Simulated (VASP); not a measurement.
Input of a VASP 6.6.1 run:

The input POSCAR:

```
KBr
1.0
    0.0000000000      3.2925000000      3.2925000000
    3.2925000000      0.0000000000      3.2925000000
    3.2925000000      3.2925000000      0.0000000000
K Br
1 1
Direct
   -0.0170842825     -0.0170842825      0.0170842825
    0.5000000000      0.5000000000      0.5000000000
```

INCAR.step1

```
SYSTEM = KBr
PREC     = Accurate       ! precision mode
ENCUT    = 520            ! plane-wave cutoff, eV
ISMEAR   = 0              ! smearing method
SIGMA    = 0.05           ! smearing width, eV
LREAL    = .FALSE.        ! projectors in reciprocal space
LASPH    = .TRUE.         ! aspherical terms in the spheres
NELM     = 100            ! most SCF steps
NBANDS   = 15             ! bands
GGA      = PE             ! functional
ALGO     = Normal         ! electronic algorithm
EDIFF    = 1E-4           ! SCF threshold, eV
LWAVE    = .TRUE.         ! write WAVECAR
LCHARG   = .FALSE.        ! write CHGCAR
```

INCAR.step2

```
SYSTEM = KBr
PREC     = Accurate       ! precision mode
ENCUT    = 520            ! plane-wave cutoff, eV
EDIFF    = 1E-7           ! SCF threshold, eV
ISMEAR   = 0              ! smearing method
SIGMA    = 0.05           ! smearing width, eV
LREAL    = .FALSE.        ! projectors in reciprocal space
LASPH    = .TRUE.         ! aspherical terms in the spheres
NELM     = 100            ! most SCF steps
ALGO     = Normal         ! electronic algorithm
ISIF     = 2              ! what is computed and relaxed
LWAVE    = .FALSE.        ! write WAVECAR
LCHARG   = .TRUE.         ! write CHGCAR
METAGGA  = R2SCAN         ! meta-GGA
LMIXTAU  = .TRUE.       
LELF     = .TRUE.         ! ELF
LVHAR    = .TRUE.       
NBANDS   = 15             ! bands
ISTART   = 1
```

The input KPOINTS:

```
regular mesh
0
G
  6 6 6
  0 0 0
```

Potentials or basis: VASP PAW PBE potentials, release 64 (K_sv, Br).

Launch:

```bash
$ cat potpaw_PBE.64/K_sv/POTCAR potpaw_PBE.64/Br/POTCAR > POTCAR
$ cp INCAR.step1 INCAR
$ mpirun -np 1 vasp_std > vasp.out
$ cp INCAR.step2 INCAR
$ mpirun -np 1 vasp_std > vasp.out
```

Q: What does it give for the pressure?

A: 0.3 GPa.

Q: Estimate the band gap on the k mesh.

A: 5.10 eV.

Q: What does it give for the largest force?

A: 0.161 eV/Å.

Stress tensor (GPa, compression positive):
```
0.16 0.00 0.00
0.00 0.16 0.00
0.00 0.00 0.45
```

Caveat: the cell differs from its parent crystal (all K atoms moved +0.113 Å, as atom 1 towards its neighbour atom 2 (Br) at 3.292 Å); the PAW data sets were made with another functional, which shifts forces and pressure a little.
